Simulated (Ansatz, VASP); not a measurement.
HfO2: VASP beside Ansatz

The input INCAR:

```
SYSTEM = HfO2
PREC = Accurate ; ENCUT = 600
EDIFF = 1E-6 ; ISMEAR = 0
SIGMA = 0.01 ; LREAL = .FALSE.
LASPH = .TRUE. ; NELM = 120
ALGO = Normal ; ISIF = 2
LWAVE = .FALSE. ; LCHARG = .FALSE.
GGA = PE ; NBANDS = 18
GGA_COMPAT = .FALSE.
```

The input KPOINTS:

```
Automatic mesh
0
G
  2 2 2
  0 0 0
```

The input POSCAR:

```
HfO2
1.0
    0.0000000000      2.5291823194      2.5291823194
    2.5291823194      0.0000000000      2.5291823194
    2.5291823194      2.5291823194      0.0000000000
Hf O
1 2
Direct
    0.0000000000      0.0000000000      0.0000000000
    0.2500000000      0.2500000000      0.2500000000
    0.7500000000      0.7500000000      0.7500000000
```

Input for Ansatz:

```yaml
crystal:
  lattice:
    - [0.0, 2.5291823194, 2.5291823194]
    - [2.5291823194, 0.0, 2.5291823194]
    - [2.5291823194, 2.5291823194, 0.0]
  atoms:
    - { symbol: Hf, position: [0.0, 0.0, 0.0] }
    - { symbol: O, position: [0.25, 0.25, 0.25] }
    - { symbol: O, position: [0.75, 0.75, 0.75] }
kpoints:
  mp_grid: { grid: [2, 2, 2] }
hamiltonian:
  xc: pbe
scf:
  occupations: { method: fixed }
  n_extra_bands: 4
output:
  forces: true
  stress: true
  eigenvalues: true
```

Alike in both runs: task single point; functional PBE; k mesh 2 × 2 × 2; no spin polarisation.

|  | VASP | Ansatz |
| --- | --- | --- |
| version | VASP 6.6.1 | Ansatz 0.2.0 |
| potentials or method | VASP PAW PBE potentials, release 64 (Hf_pv, O) | plane waves |
| plane-wave cutoff (eV) | 600 | 420 |
| occupations | gaussian, width 0.01 eV | fixed |
| valence electrons in the cell | 22 | 38 |

VASP gave:

- gap on the k mesh at the Fermi level (eV): 3.62
- pressure (GPa): 6.0

Estimate Ansatz's values.

gap on the k mesh at the Fermi level (eV): 3.61; pressure (GPa): 10.2.

One of these differences is far larger than is usual between the two programs; its cause wasn't traced. VASP's potentials hold 22 valence electrons a cell and Ansatz's 38, so a difference there can come from the potentials and not from the codes.

The k mesh is coarse, so the values compare programs but aren't converged. Spin-orbit coupling is off throughout.
